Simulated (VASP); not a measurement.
# Zn3SnO3 (P6/mmm) in VASP: further runs

Runs on Zn3SnO3. Level: PBE. Tasks: single point, relaxation of cell and atoms.

Program: VASP 6.6.1. These are calculated values, not measurements. Logs are shortened: lines on timing, memory, paths and dates and some standing lists are left out, and cuts for length are marked.

**1. The cell of the first run**

It takes space group P6/mmm (No. 191, hexagonal). Conventional cell: a = 6.101 Å, b = 6.101 Å, c = 3.581 Å, α = 90.00°, β = 90.00°, γ = 120.00°. Zn (site symmetry mmm) has 2 O at 1.79 Å within 2.4 Å. Within 4.0 Å of Sn (site symmetry 6/mmm) lie 6 O at 3.05 Å and 12 Zn at 3.54 Å and 2 Sn at 3.58 Å. Within 2.4 Å of O (site symmetry mmm) lie 2 Zn at 1.79 Å.

The cell was generated, and may not be a known phase.

**2. Single point, PBE**

INCAR reads:

```
SYSTEM = Zn3SnO3
ALGO = Normal ; EDIFF = 1E-6
ENCUT = 520 ; GGA = PE
ISIF = 2 ; ISMEAR = 0
LASPH = .True. ; LCHARG = .False.
LREAL = .False. ; LWAVE = .False.
NBANDS = 43 ; NELM = 80
PREC = Accurate ; SIGMA = 0.2
```

KPOINTS reads:

```
k-points
0
Gamma
  3 3 4
  0 0 0
```

POSCAR reads:

```
Zn3SnO3
1.0
    6.1009536721     -0.0000000031      0.0000000000
   -3.0504768334      5.2835808689      0.0000000000
    0.0000000000      0.0000000000      3.5809233659
Zn Sn O
3 1 3
Direct
    0.5000000000      0.0000000000      0.5000000000
    0.0000000000      0.5000000000      0.5000000000
    0.5000000000      0.5000000000      0.5000000000
    0.0000000000      0.0000000000      0.0000000000
    0.5000000000      0.0000000000      0.0000000000
    0.0000000000      0.5000000000      0.0000000000
    0.5000000000      0.5000000000      0.0000000000
```

Potentials or basis: VASP PAW PBE potentials, release 64 (Zn, Sn_d, O).

On the command line:

```
$ cat potpaw_PBE.64/Zn/POTCAR potpaw_PBE.64/Sn_d/POTCAR potpaw_PBE.64/O/POTCAR > POTCAR
$ mpirun -np 1 vasp_std > vasp.out
```

OUTCAR:

```text
SYSTEM = Zn3SnO3
   EDIFF = 1E-6
   ENCUT = 520
   GGA = PE
   ISIF = 2
   ISMEAR = 0
   LASPH = .True.
   LREAL = .False.
   NELM = 80
   PREC = Accurate

 ion  position               nearest neighbor table
   1  0.500  0.000  0.500-   5 1.79   5 1.79
   2  0.000  0.500  0.500-   6 1.79   6 1.79
   3  0.500  0.500  0.500-   7 1.79   7 1.79
   4  0.000  0.000  0.000-
   5  0.500  0.000  0.000-   1 1.79   1 1.79
   6  0.000  0.500  0.000-   2 1.79   2 1.79
   7  0.500  0.500  0.000-   3 1.79   3 1.79

  LATTYP: Found a hexagonal cell.
 ALAT       =     6.1009536721
 C/A-ratio  =     0.5869448546

  Lattice vectors:

 A1 = (   6.1009536721,  -0.0000000031,   0.0000000000)
 A2 = (  -3.0504768334,   5.2835808689,   0.0000000000)
 A3 = (   0.0000000000,   0.0000000000,   3.5809233659)

Analysis of symmetry for initial positions (statically):
=====================================================================
 Subroutine PRICEL returns:
 Original cell was already a primitive cell.

 Routine SETGRP: Setting up the symmetry group for a
 hexagonal supercell.

 Subroutine GETGRP returns: Found 24 space group operations
 (whereof 24 operations were pure point group operations)
 out of a pool of 24 trial point group operations.

The static configuration has the point symmetry D_6h.

Analysis of symmetry for dynamics (positions and initial velocities):
=====================================================================
 Subroutine PRICEL returns:
 Original cell was already a primitive cell.

 Routine SETGRP: Setting up the symmetry group for a
 hexagonal supercell.

 Subroutine GETGRP returns: Found 24 space group operations
 (whereof 24 operations were pure point group operations)
 out of a pool of 24 trial point group operations.

The dynamic configuration has the point symmetry D_6h.

 Subroutine INISYM returns: Found 24 space group operations
 (whereof 24 operations are pure point group operations),
 and found     1 'primitive' translations

----------------------------------------------------------------------------------------

                                     Primitive cell

  volume of cell :     115.4306

  direct lattice vectors                    reciprocal lattice vectors
     6.100953672 -0.000000003  0.000000000     0.163908801  0.094632790  0.000000000
    -3.050476833  5.283580869  0.000000000     0.000000000  0.189265581  0.000000000
     0.000000000  0.000000000  3.580923366     0.000000000  0.000000000  0.279257582

  length of vectors
     6.100953672  6.100953672  3.580923366     0.189265581  0.189265581  0.279257582

  position of ions in fractional coordinates (direct lattice)
     0.500000000  0.000000000  0.500000000
     1.000000000  0.500000000  0.500000000
     0.500000000  0.500000000  0.500000000
     0.000000000  0.000000000  0.000000000
     0.500000000  0.000000000  0.000000000
     1.000000000  0.500000000  0.000000000
     0.500000000  0.500000000  0.000000000

  ion indices of the primitive-cell ions
   primitive index   ion index
                 1           1
                 2           2
                 3           3
                 4           4
                 5           5
                 6           6
                 7           7

----------------------------------------------------------------------------------------

 KPOINTS: k-points

Automatic generation of k-mesh.
 Grid dimensions read from file:
 generate k-points for:    3    3    4

 Generating k-lattice:

  Cartesian coordinates                     Fractional coordinates (reciprocal lattice)
     0.054636267  0.031544263  0.000000000     0.333333333 -0.000000000  0.000000000
     0.000000000  0.063088527  0.000000000     0.000000000  0.333333333  0.000000000
     0.000000000  0.000000000  0.069814395     0.000000000  0.000000000  0.250000000

  Length of vectors
     0.063088527  0.063088527  0.069814395

  Shift w.r.t. Gamma in fractional coordinates (k-lattice)
     0.000000000  0.000000000  0.000000000

 Subroutine IBZKPT returns following result:
 ===========================================

 Found      9 irreducible k-points:

 Following reciprocal coordinates:
            Coordinates               Weight
  0.000000  0.000000  0.000000      1.000000
  0.333333  0.000000  0.000000      6.000000
  0.333333  0.333333  0.000000      2.000000
  0.000000  0.000000  0.250000      2.000000
  0.333333  0.000000  0.250000     12.000000
  0.333333  0.333333  0.250000      4.000000
  0.000000  0.000000  0.500000      1.000000
  0.333333  0.000000  0.500000      6.000000
  0.333333  0.333333  0.500000      2.000000
   k-points           NKPTS =      9   k-points in BZ     NKDIM =      9   number of bands    NBANDS=     43
   number of dos      NEDOS =    301   number of ions     NIONS =      7
   total plane-waves  NPLWV =  64512
   dimension x,y,z NGX =    48 NGY =   48 NGZ =   28
   dimension x,y,z NGXF=    96 NGYF=   96 NGZF=   56
   ions per type =               3   1   3
   NGX,Y,Z   is equivalent  to a cutoff of  13.08, 13.08, 13.00 a.u.
   NGXF,Y,Z  is equivalent  to a cutoff of  26.16, 26.16, 26.00 a.u.
 SYSTEM =  Zn3SnO3
   PREC   = accura    normal or accurate (medium, high low for compatibility)
   ISTART =      0    job   : 0-new  1-cont  2-samecut
   ICHARG =      2    charge: 1-file 2-atom 10-const
   ISPIN  =      1    spin polarized calculation?
   LNONCOLLINEAR =      F non collinear calculations
   LSORBIT =      F    spin-orbit coupling
   LASPH  =      T    aspherical Exc in radial PAW
   ENCUT  =  520.0 eV  38.22 Ry    6.18 a.u.  11.34 11.34  6.66*2*pi/ulx,y,z
   NELM   =     80;   NELMIN=  2; NELMDL= -5     # of ELM steps
   EDIFF  = 0.1E-05   stopping-criterion for ELM
   LREAL  =      F    real-space projection
   EDIFFG = 0.1E-04   stopping-criterion for IOM
   NSW    =      0    number of steps for IOM
   IBRION =     -1    ionic relax: 0-MD 1-quasi-New 2-CG
   NFREE  =      0    steps in history (QN), initial steepest desc. (CG)
   ISIF   =      2    stress and relaxation
   ISYM   =      2    0-nonsym 1-usesym 2-fastsym
   POTIM  = 0.5000    time-step for ionic-motion
   TEBEG  =    0.0;   TEEND  =   0.0 temperature during run
   PSTRESS=    0.0 pullay stress
   NELECT =      68.0000    total number of electrons
   NUPDOWN=      -1.0000    fix difference up-down
   EMIN   =  10.00;   EMAX   =-10.00  energy-range for DOS
   EFERMI =   0.00;   METHOD = LEGACY
   ISMEAR =     0;   SIGMA  =   0.20  broadening in eV -4-tet -1-fermi 0-gaus
   EFERMI_NEDOS =   21; number of points for ismear=-14 and -15
   IALGO  =     38    algorithm
   IMIX   =      4    mixing-type and parameters
     AMIX     =   0.40;   BMIX     =  1.00
     AMIX_MAG =   1.60;   BMIX_MAG =  1.00
  volume/ion in A,a.u.               =      16.49       111.28
  Fermi-wavevector in a.u.,A,eV,Ry     =   1.372369  2.593401 25.625151  1.883395
  Thomas-Fermi vector in A             =   2.497982
   LORBIT       =      0    0 simple, 1 ext, 2 COOP (PROOUT), +10 PAW based schemes
   GGA     = PE    functional components
   LHFCALC =     F    Hartree Fock is set to
   AEXX    =    0.0000 exact exchange contribution
   IVDW    =     0    specifies the selected vdW correction
   LEPSILON=     F    determine dielectric tensor
   LRPA    =     F    only Hartree local field effects (RPA)
 non-spin polarized calculation
 Gauss-broadening in eV      SIGMA  =   0.20
  energy-cutoff  :      520.00
  volume of cell :      115.43
 maximum number of plane-waves:      3134
 NGX is ok and might be reduce to    48
   NGX = 23   NGY = 23   NGZ = 13

 number of electron      68.0000021 magnetization

 Free energy of the ion-electron system (eV)
  ---------------------------------------------------
  ext. energy  EPLUGINS =         0.00000000
  ---------------------------------------------------
  free energy    TOTEN  =       -25.21102454 eV

  energy without entropy =      -25.17276629  energy(sigma->0) =      -25.19189541

 E-fermi :   3.3552     XC(G=0): -10.0685

 val. band max:        3.3444909917   @ k =   0.0000   0.0000   0.5000
 cond. band min:       3.5906058281   @ k =   0.3333   0.0000   0.0000
 fundamental gap:      0.2461148364
 Fermi energy:         3.3552469541

 k-point     1 :       0.0000    0.0000    0.0000
  band No.  band energies     occupation
      1     -18.6696      2.00000
      2     -18.6696      2.00000
      3     -18.5224      2.00000
      4     -18.5224      2.00000
      5     -18.5128      2.00000
      6     -15.9686      2.00000
[... 35 lines left out ...]
     42       9.8521      0.00000
     43      11.1462      0.00000

 k-point     2 :       0.3333    0.0000    0.0000
  band No.  band energies     occupation
      1     -18.6688      2.00000
      2     -18.6666      2.00000
      3     -18.5224      2.00000
      4     -18.5224      2.00000
      5     -18.5114      2.00000
      6     -15.8862      2.00000
[... 35 lines left out ...]
     42       9.1511      0.00000
     43      12.0245      0.00000

 k-point     3 :       0.3333    0.3333    0.0000
  band No.  band energies     occupation
      1     -18.6667      2.00000
      2     -18.6667      2.00000
      3     -18.5224      2.00000
      4     -18.5224      2.00000
      5     -18.5107      2.00000
      6     -15.7706      2.00000
[... 35 lines left out ...]
     42       9.8730      0.00000
     43      11.3248      0.00000

 k-point     4 :       0.0000    0.0000    0.2500
  band No.  band energies     occupation
      1     -18.6679      2.00000
      2     -18.6679      2.00000
      3     -18.5350      2.00000
      4     -18.5350      2.00000
      5     -18.4739      2.00000
      6     -15.6917      2.00000
[... 173 lines left out ...]
     42       9.2186      0.00000
     43      10.3870      0.00000

 k-point     8 :       0.3333    0.0000    0.5000
  band No.  band energies     occupation
      1     -18.6655      2.00000
      2     -18.6638      2.00000
      3     -18.5478      2.00000
      4     -18.5476      2.00000
      5     -18.4335      2.00000
      6     -15.2996      2.00000
[... 35 lines left out ...]
     42       9.3172      0.00000
     43      11.3189      0.00000

 k-point     9 :       0.3333    0.3333    0.5000
  band No.  band energies     occupation
      1     -18.6639      2.00000
      2     -18.6639      2.00000
      3     -18.5478      2.00000
      4     -18.5478      2.00000
      5     -18.4328      2.00000
      6     -15.1901      2.00000
[... 35 lines left out ...]
     42      11.0723      0.00000
     43      11.4748      0.00000

------------------------ aborting loop because EDIFF is reached ----------------------------------------

  FORCE on cell =-STRESS in cart. coord.  units (eV):
  Direction    XX          YY          ZZ          XY          YZ          ZX
  --------------------------------------------------------------------------------------
  -------------------------------------------------------------------------------------
  Total        0.3483278      0.3483278      1.6649021     -0.0000000      0.0000000      0.0000000
  in kB        4.8347894      4.8347894     23.1088413     -0.0000000      0.0000000      0.0000000
  external PRESSURE =      10.9261400 kB  Pullay stress =       0.0000000 kB

 VOLUME and BASIS-vectors are now :
 -----------------------------------------------------------------------------
  energy-cutoff  :      520.00
  volume of cell :      115.43
      direct lattice vectors                 reciprocal lattice vectors
     6.100953672 -0.000000003  0.000000000     0.163908801  0.094632790  0.000000000
    -3.050476833  5.283580869  0.000000000     0.000000000  0.189265581  0.000000000
     0.000000000  0.000000000  3.580923366     0.000000000  0.000000000  0.279257582

 POSITION                                       TOTAL-FORCE (eV/Angst)
 -----------------------------------------------------------------------------------
      3.05048     -0.00000      1.79046        -0.000000      0.000000      0.000000
     -1.52524      2.64179      1.79046        -0.000000      0.000000      0.000000
      1.52524      2.64179      1.79046        -0.000000      0.000000      0.000000
      0.00000      0.00000      0.00000         0.000000      0.000000      0.000000
      3.05048     -0.00000      0.00000        -0.000000      0.000000      0.000000
     -1.52524      2.64179      0.00000        -0.000000      0.000000      0.000000
      1.52524      2.64179      0.00000         0.000000      0.000000      0.000000
 -----------------------------------------------------------------------------------
    total drift:                               -0.000000      0.000000     -0.000000

  FREE ENERGIE OF THE ION-ELECTRON SYSTEM (eV)
  ---------------------------------------------------
  free  energy   TOTEN  =       -25.2110245445 eV

  energy  without entropy=      -25.1727662850  energy(sigma->0) =      -25.19189541
```

Wall time 27 s (1 thread of AMD EPYC 9R45 (Zen 5), shared host); peak memory 0.22 GiB.

Results:

```
Free energy            : -25.2110 eV
Pressure               : 1.1 GPa
Band gap on the k mesh : zero (bands 34 and 35 overlap by 1.37 eV)
```

Stress tensor (GPa, compression positive):
```
0.48 0.00 0.00
0.00 0.48 0.00
0.00 0.00 2.31
```

Caveat: the k points lie up to 0.44 Å⁻¹ apart, too coarse for converged energies and pressures of a metal; spin-orbit coupling is left out, which moves the levels of the heavy elements.

**3. Relaxation of cell and atoms, PBE**

This run uses another cell than the first one, of 16.44 Å³/atom.

INCAR reads:

```
SYSTEM = Zn3SnO3
PREC     = Accurate       ! precision mode
ENCUT    = 600            ! plane-wave cutoff, eV
EDIFF    = 1E-7           ! SCF threshold, eV
ISMEAR   = 0              ! smearing method
SIGMA    = 0.2            ! smearing width, eV
LREAL    = .FALSE.        ! projectors in reciprocal space
LASPH    = .TRUE.         ! aspherical terms in the spheres
NELM     = 80             ! most SCF steps
ALGO     = Normal         ! electronic algorithm
ISIF     = 3              ! what is computed and relaxed
LWAVE    = .FALSE.        ! write WAVECAR
LCHARG   = .FALSE.        ! write CHGCAR
GGA      = PE             ! functional
IBRION   = 2              ! ionic algorithm
NSW      = 36             ! ionic steps
EDIFFG   = -0.08          ! ionic threshold
```

KPOINTS reads:

```
Automatic mesh
0
G
  3 3 4
  0 0 0
```

POSCAR: that of step 2 with these lines changed.

```diff
@@ -2,5 +2,5 @@
 1.0
-    6.1009536721     -0.0000000031      0.0000000000
-   -3.0504768334      5.2835808689      0.0000000000
-    0.0000000000      0.0000000000      3.5809233659
+    5.7730478900      0.0000000000      0.0000000000
+   -2.8865239400      4.9996061300      0.0000000000
+    0.0000000000      0.0000000000      3.9880789700
 Zn Sn O
```

Potentials or basis: VASP PAW PBE potentials, release 64 (Zn, Sn_d, O).

On the command line:

```
$ cat potpaw_PBE.64/Zn/POTCAR potpaw_PBE.64/Sn_d/POTCAR potpaw_PBE.64/O/POTCAR > POTCAR
$ mpirun -np 1 vasp_std > vasp.out
```

Run time: 3.4 min. Hardware: 1 thread of AMD EPYC 9R45 (Zen 5), shared host; peak memory 0.27 GiB.

It converged, with:

```
Free energy                           : -25.2236 eV
Relaxed volume                        : 16.68 Å³/atom
Relaxed cell                          : a = 6.124 Å, b = 6.124 Å, c = 3.596 Å, α = 90.00°, β = 90.00°, γ = 120.00°
Space group after relaxing (to 0.1 Å) : P6/mmm (No. 191)
Energy gained by relaxing             : 198.6 meV/atom
Ionic steps                           : 10
Pressure after relaxing               : 0.1 GPa
Band gap on the k mesh                : zero (bands 34 and 35 overlap by 1.36 eV)
```

Stress tensor (GPa, compression positive):
```
 0.15  0.00  0.00
 0.00  0.15  0.00
 0.00  0.00 -0.08
```

Step by step:
| step | energy change (eV) | largest force (eV/Å) | pressure (GPa) | volume (Å³) |
| --- | --- | --- | --- | --- |
| 1 | 0.0000 | 0.0000 | -9.11 | 115.11 |
| 2 | -0.4181 | 0.0000 | 19.95 | 99.31 |
| 3 | -1.2449 | 0.0000 | 2.54 | 105.56 |
| 4 | -1.2459 | 0.0000 | 2.91 | 105.37 |
| 5 | -1.2456 | 0.0000 | 3.32 | 105.17 |
| 6 | -1.3282 | 0.0000 | 2.30 | 108.79 |
| 7 | -1.3814 | 0.0000 | 1.30 | 114.26 |
| 8 | -1.3852 | 0.0000 | 1.11 | 115.93 |
| 9 | -1.3684 | 0.0000 | -1.91 | 118.62 |
| 10 | -1.3903 | 0.0000 | 0.07 | 116.79 |

Final structure:
```
CELL_PARAMETERS angstrom
6.12403 0.00000 0.00000
-3.06202 5.30357 0.00000
0.00000 0.00000 3.59595
ATOMIC_POSITIONS crystal
Zn 0.50000 0.00000 0.50000
Zn 0.00000 0.50000 0.50000
Zn 0.50000 0.50000 0.50000
Sn 0.00000 0.00000 0.00000
O 0.50000 0.00000 0.00000
O 0.00000 0.50000 0.00000
O 0.50000 0.50000 0.00000
```

Levels at points of the mesh, in eV from the Fermi level:
| k point | band 32 | band 33 | band 34 | band 35 | band 36 | band 37 |
| --- | --- | --- | --- | --- | --- | --- |
| (0.00, 0.00, 0.00) | -2.32 | -2.32 | -1.38 | 1.12 | 1.12 | 1.98 |
| (0.00, 0.00, 0.50) | -1.55 | -1.55 | -1.46 | 0.03 | 0.81 | 0.81 |

Caveat: the k points lie up to 0.44 Å⁻¹ apart in the final cell, too coarse for converged energies and pressures of a metal; spin-orbit coupling is left out, which moves the levels of the heavy elements.

The gap in the log of VASP goes by the Fermi energy; the results here count the filled bands.